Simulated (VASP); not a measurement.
A run of VASP 6.6.1 is set up as follows.

File INCAR:

```
PREC = Accurate
ENCUT = 520
EDIFF = 1E-6
ISMEAR = -1
SIGMA = 0.03
LREAL = F
LASPH = T
NELM = 80
ALGO = Normal
ISIF = 2
LWAVE = F
LCHARG = F
GGA = CA
NBANDS = 15
```

The input KPOINTS:

```
regular mesh
0
Gamma
  7 7 7
```

POSCAR

```
KCl
1.0
    0.0000000000      3.1349174826      3.1349174826
    3.1349174826      0.0000000000      3.1349174826
    3.1349174826      3.1349174826      0.0000000000
K Cl
1 1
Direct
    0.0000000000      0.0000000000      0.0000000000
    0.5000000000      0.5000000000      0.5000000000
```

Potentials or basis: VASP PAW LDA potentials, release 64 (K_sv, Cl).

Command:

```console
$ cat potpaw_LDA.64/K_sv/POTCAR potpaw_LDA.64/Cl/POTCAR > POTCAR
$ mpirun -np 1 vasp_std > vasp.out
```

Predict the band gap on the k mesh.

4.78 eV.

Predict the pressure.

-1.8 GPa.
